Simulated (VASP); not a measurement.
# Mo (Cmme) in VASP: single point with PBE

Aim: the single point of Mo with PBE.

Program: VASP 6.6.1. These are calculated values, not measurements. Logs are shortened: lines on timing, memory, paths and dates and some standing lists are left out, and cuts for length are marked.

### Step 1. The cell of the first run

Symmetry: Cmme, No. 67, orthorhombic system. The conventional cell has a = 3.142 Å, b = 4.443 Å, c = 8.587 Å, α = 90.00°, β = 90.00°, γ = 90.00°. Mo (site symmetry mm2) has 14 Mo at 2.48 to 3.14 Å within 3.3 Å. Mo (site symmetry mm2) has 14 Mo at 2.72 to 3.14 Å within 3.6 Å.

### Step 2. Single point, PBE (the distance across one plane changed)

INCAR

```
SYSTEM = Mo
  ALGO = Fast
  EDIFF = 1E-6
  ENCUT = 520
  GGA = PE
  ISIF = 2
  ISMEAR = 0
  LASPH = .True.
  LCHARG = .False.
  LREAL = .False.
  LWAVE = .False.
  NBANDS = 36
  NELM = 80
  PREC = Accurate
  SIGMA = 0.15
```

KPOINTS

```
k-points
0
Gamma
  18 18 6
  0 0 0
```

POSCAR

```
Mo
1.0
   -1.5710000000      1.5710000000     -1.5710000000
   -1.5710000000     -1.5710000000      1.5710000000
    0.0000000000      6.0718679656      6.0718679656
Mo
4
Direct
    0.0000000000      0.0000000000      0.9055697573
    0.5000000000      0.5000000000      0.1293671082
    0.0000000000      0.0000000000      0.3881013246
    0.5000000000      0.5000000000      0.6468355409
```

Potentials or basis: VASP PAW PBE potentials, release 64 (Mo_sv).

The run is started by

```console
$ cat potpaw_PBE.64/Mo_sv/POTCAR > POTCAR
$ mpirun -np 1 vasp_std > vasp.out
```

OUTCAR:

```text
SYSTEM = Mo
   EDIFF = 1E-6
   ENCUT = 520
   GGA = PE
   ISIF = 2
   ISMEAR = 0
   LASPH = .True.
   LREAL = .False.
   NELM = 80
   PREC = Accurate

 ion  position               nearest neighbor table
   1  0.000  0.000  0.906-   2 2.48   2 2.48   4 2.72   4 2.72   2 2.94   2 2.94   4 3.14   4 3.14

   2  0.500  0.500  0.129-   1 2.48   1 2.48   3 2.72   3 2.72   1 2.94   1 2.94   3 3.14   3 3.14

   3  0.000  0.000  0.388-   4 2.72   4 2.72   2 2.72   2 2.72   4 3.14   4 3.14   2 3.14   2 3.14

   4  0.500  0.500  0.647-   3 2.72   3 2.72   1 2.72   1 2.72   3 3.14   3 3.14   1 3.14   1 3.14

  LATTYP: Found a base centered orthorhombic cell.
 ALAT       =     3.1420000000
 B/A-ratio  =     1.4142135624
 C/A-ratio  =     2.7329465391

  Lattice vectors:

 A1 = (  -1.5710000000,   1.5710000000,  -1.5710000000)
 A2 = (  -1.5710000000,  -1.5710000000,   1.5710000000)
 A3 = (   0.0000000000,   6.0718679656,   6.0718679656)

Analysis of symmetry for initial positions (statically):
=====================================================================
 Subroutine PRICEL returns:
 Original cell was already a primitive cell.

 Routine SETGRP: Setting up the symmetry group for a
 base centered orthorhombic supercell.

 Subroutine GETGRP returns: Found  8 space group operations
 (whereof  4 operations were pure point group operations)
 out of a pool of  8 trial point group operations.

The static configuration has the point symmetry C_2v.
 The point group associated with its full space group is D_2h.

Analysis of symmetry for dynamics (positions and initial velocities):
=====================================================================
 Subroutine PRICEL returns:
 Original cell was already a primitive cell.

 Routine SETGRP: Setting up the symmetry group for a
 base centered orthorhombic supercell.

 Subroutine GETGRP returns: Found  8 space group operations
 (whereof  4 operations were pure point group operations)
 out of a pool of  8 trial point group operations.

The dynamic configuration has the point symmetry C_2v.
 The point group associated with its full space group is D_2h.

 Subroutine INISYM returns: Found  8 space group operations
 (whereof  4 operations are pure point group operations),
 and found     1 'primitive' translations

----------------------------------------------------------------------------------------

                                     Primitive cell

  volume of cell :      59.9425
[... 93 lines left out ...]
   EDIFF  = 0.1E-05   stopping-criterion for ELM
   LREAL  =      F    real-space projection
   EDIFFG = 0.1E-04   stopping-criterion for IOM
   NSW    =      0    number of steps for IOM
   IBRION =     -1    ionic relax: 0-MD 1-quasi-New 2-CG
   NFREE  =      0    steps in history (QN), initial steepest desc. (CG)
   ISIF   =      2    stress and relaxation
   ISYM   =      2    0-nonsym 1-usesym 2-fastsym
   POTIM  = 0.5000    time-step for ionic-motion
   TEBEG  =    0.0;   TEEND  =   0.0 temperature during run
   PSTRESS=    0.0 pullay stress
   NELECT =      56.0000    total number of electrons
   NUPDOWN=      -1.0000    fix difference up-down
   EMIN   =  10.00;   EMAX   =-10.00  energy-range for DOS
   EFERMI =   0.00;   METHOD = LEGACY
   ISMEAR =     0;   SIGMA  =   0.15  broadening in eV -4-tet -1-fermi 0-gaus
   EFERMI_NEDOS =   21; number of points for ismear=-14 and -15
   IALGO  =     68    algorithm
   IMIX   =      4    mixing-type and parameters
     AMIX     =   0.40;   BMIX     =  1.00
     AMIX_MAG =   1.60;   BMIX_MAG =  1.00
  volume/ion in A,a.u.               =      14.99       101.13
  Fermi-wavevector in a.u.,A,eV,Ry     =   1.600390  3.024299 34.847916  2.561250
  Thomas-Fermi vector in A             =   2.697534
   LORBIT       =      0    0 simple, 1 ext, 2 COOP (PROOUT), +10 PAW based schemes
   GGA     = PE    functional components
   LHFCALC =     F    Hartree Fock is set to
   AEXX    =    0.0000 exact exchange contribution
   IVDW    =     0    specifies the selected vdW correction
   LEPSILON=     F    determine dielectric tensor
   LRPA    =     F    only Hartree local field effects (RPA)
 non-spin polarized calculation
 RMM-DIIS sequential band-by-band and
 Gauss-broadening in eV      SIGMA  =   0.15
  energy-cutoff  :      520.00
  volume of cell :       59.94
 maximum number of plane-waves:      1644
   NGX = 11   NGY = 11   NGZ = 31

 number of electron      55.9999991 magnetization

 Free energy of the ion-electron system (eV)
  ---------------------------------------------------
  ext. energy  EPLUGINS =         0.00000000
  ---------------------------------------------------
  free energy    TOTEN  =       -43.22866484 eV

  energy without entropy =      -43.20059442  energy(sigma->0) =      -43.21462963

 E-fermi :  13.2950     XC(G=0): -13.6179

 val. band max:       13.2941705777   @ k =   0.3333   0.1111   0.1667
 cond. band min:      13.2958324052   @ k =  -0.1111   0.1111   0.1667
 fundamental gap:      0.0016618274
 Fermi energy:        13.2949902801

 k-point     1 :       0.0000    0.0000    0.0000
  band No.  band energies     occupation
      1     -48.0332      2.00000
      2     -47.8780      2.00000
      3     -47.8064      2.00000
      4     -47.5975      2.00000
      5     -22.8653      2.00000
      6     -22.1096      2.00000
[... 925 lines left out ...]
     35      15.2442      0.00000
     36      15.5355      0.00000

 [... further k-points ...]

------------------------ aborting loop because EDIFF is reached ----------------------------------------

  FORCE on cell =-STRESS in cart. coord.  units (eV):
  Direction    XX          YY          ZZ          XY          YZ          ZX
  --------------------------------------------------------------------------------------
  -------------------------------------------------------------------------------------
  Total        5.3508853      7.6776246      7.6776246     -0.0000000      1.6743844      0.0000000
  in kB      143.0215712    205.2120093    205.2120093     -0.0000000     44.7539200      0.0000000
  external PRESSURE =     184.4818633 kB  Pullay stress =       0.0000000 kB

 VOLUME and BASIS-vectors are now :
 -----------------------------------------------------------------------------
  energy-cutoff  :      520.00
  volume of cell :       59.94
      direct lattice vectors                 reciprocal lattice vectors
    -1.571000000  1.571000000 -1.571000000    -0.318268619  0.159134309 -0.159134309
    -1.571000000 -1.571000000  1.571000000    -0.318268619 -0.159134309  0.159134309
     0.000000000  6.071867966  6.071867966     0.000000000  0.082346982  0.082346982

 POSITION                                       TOTAL-FORCE (eV/Angst)
 -----------------------------------------------------------------------------------
      0.00000      5.49850      5.49850         0.000000     -2.159485     -2.159485
     -1.57100      0.78550      0.78550        -0.000000      2.159485      2.159485
      0.00000      2.35650      2.35650        -0.000000      0.106729      0.106729
     -1.57100      3.92750      3.92750         0.000000     -0.106729     -0.106729
 -----------------------------------------------------------------------------------
    total drift:                                0.000000     -0.000049     -0.000049

  FREE ENERGIE OF THE ION-ELECTRON SYSTEM (eV)
  ---------------------------------------------------
  free  energy   TOTEN  =       -43.2286648353 eV

  energy  without entropy=      -43.2005944178  energy(sigma->0) =      -43.21462963
```

OSZICAR:

```text
N       E                     dE             d eps       ncg     rms          rms(c)
DAV:   1     0.686448007238E+03    0.68645E+03   -0.35190E+04 26208   0.166E+03
DAV:   2    -0.221438197226E+02   -0.70859E+03   -0.69333E+03 28264   0.529E+02
DAV:   3    -0.453478313269E+02   -0.23204E+02   -0.22578E+02 33528   0.905E+01
DAV:   4    -0.457024328343E+02   -0.35460E+00   -0.35219E+00 30248   0.967E+00
DAV:   5    -0.457071335574E+02   -0.47007E-02   -0.46956E-02 30300   0.111E+00    0.332E+01
RMM:   6    -0.437008742641E+02    0.20063E+01   -0.46987E+00 27517   0.131E+01    0.116E+01
RMM:   7    -0.441989382786E+02   -0.49806E+00   -0.32721E+00 30321   0.801E+00    0.522E+00
RMM:   8    -0.432238016834E+02    0.97514E+00   -0.97969E-01 29393   0.427E+00    0.168E+00
RMM:   9    -0.432259340466E+02   -0.21324E-02   -0.17227E-01 34520   0.167E+00    0.294E-01
RMM:  10    -0.432283037628E+02   -0.23697E-02   -0.29843E-02 36059   0.602E-01    0.121E-01
RMM:  11    -0.432286254047E+02   -0.32164E-03   -0.39654E-03 37002   0.235E-01    0.541E-02
RMM:  12    -0.432286464016E+02   -0.20997E-04   -0.70728E-04 34136   0.114E-01    0.183E-02
RMM:  13    -0.432286623680E+02   -0.15966E-04   -0.19809E-04 35888   0.528E-02    0.748E-03
RMM:  14    -0.432286637556E+02   -0.13875E-05   -0.43029E-05 30880   0.229E-02    0.215E-03
RMM:  15    -0.432286645841E+02   -0.82856E-06   -0.10096E-05 23912   0.893E-03    0.111E-03
RMM:  16    -0.432286648353E+02   -0.25120E-06   -0.29670E-06 21252   0.408E-03
   1 F= -.43228665E+02 E0= -.43214630E+02  d E =-.280704E-01
```

Wall time 7.9 min (1 thread of Intel Xeon Platinum 8488C (Sapphire Rapids), shared host); peak memory 0.58 GiB.

Results:

```
Free energy            : -43.2287 eV
Pressure               : 18.4 GPa
Largest force          : 3.054 eV/Å
Band gap on the k mesh : zero (bands 28 and 29 overlap by 2.86 eV)
```

Forces on the atoms (eV/Å):
```
Mo   0.000 -2.159 -2.159
Mo   0.000  2.159  2.159
Mo   0.000  0.107  0.107
Mo   0.000 -0.107 -0.107
```

Stress tensor (GPa, compression positive):
```
14.30  0.00  0.00
 0.00 20.52  4.48
 0.00  4.48 20.52
```

Levels at points of the mesh, in eV from the Fermi level:
```csv
k point,band 24,band 25,band 26,band 27,band 28,band 29,band 30,band 31,band 32,band 33
"(0.00, 0.00, 0.00)",-1.98,-1.82,-1.55,-1.18,-0.92,0.60,0.96,1.20,1.37,1.50
"(0.50, 0.00, 0.00)",-2.91,-1.81,-1.81,1.17,1.17,1.63,1.63,1.79,1.79,2.46
"(0.50, 0.50, 0.00)",-3.31,-1.22,-0.51,0.20,0.49,1.61,2.32,2.69,3.79,4.14
"(0.00, 0.00, 0.50)",-1.63,-1.56,-1.46,-1.41,-0.66,-0.05,0.82,1.19,1.39,1.49
"(0.50, 0.00, 0.50)",-3.23,-0.34,-0.34,-0.10,-0.10,1.37,1.37,1.53,1.53,2.72
"(0.50, 0.50, 0.50)",-2.68,-1.13,-0.80,0.59,1.42,1.84,2.53,2.54,2.76,3.82
```

Caveat: the cell differs from its parent crystal (the distance across one plane changed); the cell stands under pressure; forces of over 1 eV/Å act on the atoms, so gaps and moduli don't describe the material at rest.
